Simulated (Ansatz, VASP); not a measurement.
# One calculation of TiNi, two programs

INCAR

```
  PREC = Accurate
  ENCUT = 600
  EDIFF = 1E-6
  ISMEAR = 0
  SIGMA = 0.1
  LREAL = False
  LASPH = True
  NELM = 80
  ALGO = Normal
  ISIF = 3
  LWAVE = False
  LCHARG = False
  IBRION = 2
  NSW = 70
  EDIFFG = -0.005
```

File KPOINTS:

```
Automatic mesh
0
Gamma
  14 14 14
```

POSCAR

```
TiNi
1.0
    3.0112878667      0.0000000000      0.0000000000
    0.0000000000      3.0112878667      0.0000000000
    0.0000000000      0.0000000000      3.0112878667
Ti Ni
1 1
Direct
    0.5000000000      0.5000000000      0.5000000000
    0.0000000000      0.0000000000      0.0000000000
```

Input for Ansatz:

```yaml
crystal:
  lattice:
    - [3.0112878667, 0.0, 0.0]
    - [0.0, 3.0112878667, 0.0]
    - [0.0, 0.0, 3.0112878667]
  atoms:
    - { symbol: Ti, position: [0.5, 0.5, 0.5] }
    - { symbol: Ni, position: [0.0, 0.0, 0.0] }
basis:
  ecutwfc: 420
kpoints:
  mp_grid: { grid: [14, 14, 14] }
hamiltonian:
  xc: lda
scf:
  occupations: { method: gaussian, width: 0.1 }
output:
  forces: true
  stress: true
  eigenvalues: true
relax:
  adjacent_minimum: "off"
  f_tol: 0.005
  max_steps: 50
  cell: { stress_tol: 0.05 }
```

Alike in both runs: task relaxation of cell and atoms; functional LDA; k mesh 14 × 14 × 14; occupations gaussian, width 0.1 eV; no spin polarisation.

|  | VASP | Ansatz |
| --- | --- | --- |
| version | VASP 6.6.1 | Ansatz 0.2.0 |
| potentials or method | VASP PAW LDA potentials, release 64 (Ti_sv, Ni), cutoff 600 eV | scalar-relativistic, plane waves, PAW |
| valence electrons in the cell | 22 | 30 |

|  | VASP | Ansatz | Ansatz less VASP |
| --- | --- | --- | --- |
| gap on the k mesh at the Fermi level, each at its own relaxed structure (eV) | none | none | - |
| relaxed volume (Å³/atom) | 12.68 | 12.68 | +0.007 |
| relaxed cell length with the largest relative difference (Å) | 2.938 | 2.938 | +0.0006 |

LDA's correlation is that of Perdew and Zunger in VASP and of Perdew and Wang (1992) in Ansatz. A gap of «none» marks a metal or a gap that the smearing closes. VASP's potentials hold 22 valence electrons a cell and Ansatz's 30, so a difference there can come from the potentials and not from the codes.
